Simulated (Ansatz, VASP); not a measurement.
## ZnSe: VASP beside Ansatz

```
Zn Se
1.0
     0.00000    2.83380    2.83380
     2.83380    0.00000    2.83380
     2.83380    2.83380    0.00000
Zn Se
1 1
Direct
  0.00000 0.00000 0.00000
  0.25000 0.25000 0.25000
```

Alike in both runs: task single point; functional PBEsol; k mesh 4 × 4 × 4; no spin polarisation.

|  | VASP | Ansatz |
| --- | --- | --- |
| version | VASP 6.6.1 | Ansatz 0.2.0 |
| potentials or method | VASP PAW PBE potentials, release 64 (Zn, Se) | plane waves, PAW |
| plane-wave cutoff (eV) | 520 | 420 |
| occupations | gaussian, width 0.01 eV | fixed |
| valence electrons in the cell | 18 | 28 |

Ansatz gave:

| Item | Value |
| --- | --- |
| gap on the k mesh at the Fermi level (eV) | 1.15 |

Q: What did VASP give for the same quantities?

A: gap on the k mesh at the Fermi level (eV): 1.16.

VASP's potentials were made for PBE, not for PBEsol. VASP's potentials hold 18 valence electrons a cell and Ansatz's 28, so a difference there can come from the potentials and not from the codes.

The k mesh is coarse, so the values compare programs but aren't converged.
